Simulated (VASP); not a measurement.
Input of a VASP 6.6.1 run:

File INCAR:

```
PREC     = Accurate       # precision mode
ENCUT    = 520            # plane-wave cutoff, eV
EDIFF    = 1E-7           # SCF threshold, eV
ISMEAR   = -1             # smearing method
SIGMA    = 0.05           # smearing width, eV
LREAL    = F              # projectors in reciprocal space
LASPH    = T              # aspherical terms in the spheres
NELM     = 80             # most SCF steps
ALGO     = Normal         # electronic algorithm
ISIF     = 2              # what is computed and relaxed
LWAVE    = F              # write WAVECAR
LCHARG   = T              # write CHGCAR
GGA      = PE             # functional
IVDW     = 12             # dispersion correction
LELF     = T              # ELF
LVHAR    = T            
NBANDS   = 18             # bands
```

KPOINTS

```
Automatic mesh
0
Gamma
  8 8 6
```

File POSCAR:

```
P
1.0
    1.6605032322     -5.0842267830      0.0000000000
    1.6605032322      5.0842267830      0.0000000000
    0.0000000000      0.0000000000      4.1634449273
P
4
Direct
    0.8933409733      0.1066590267      0.5715735094
    0.1066590267      0.8933409733      0.4284264906
    0.6066590267      0.3933409733      0.0715735094
    0.3933409733      0.6066590267      0.9284264906
```

Potentials or basis: VASP PAW PBE potentials, release 64 (P).

Launch:

```console
$ cat potpaw_PBE.64/P/POTCAR > POTCAR
$ mpirun -np 1 vasp_std > vasp.out
```

Task: Estimate the largest force.

Result: 0.066 eV/Å.

Task: What does it give for the pressure?

Result: -0.3 GPa.

Forces on the atoms (eV/Å):
```
P    0.000 -0.043  0.050
P    0.000  0.043 -0.050
P    0.000  0.043  0.050
P    0.000 -0.043 -0.050
```
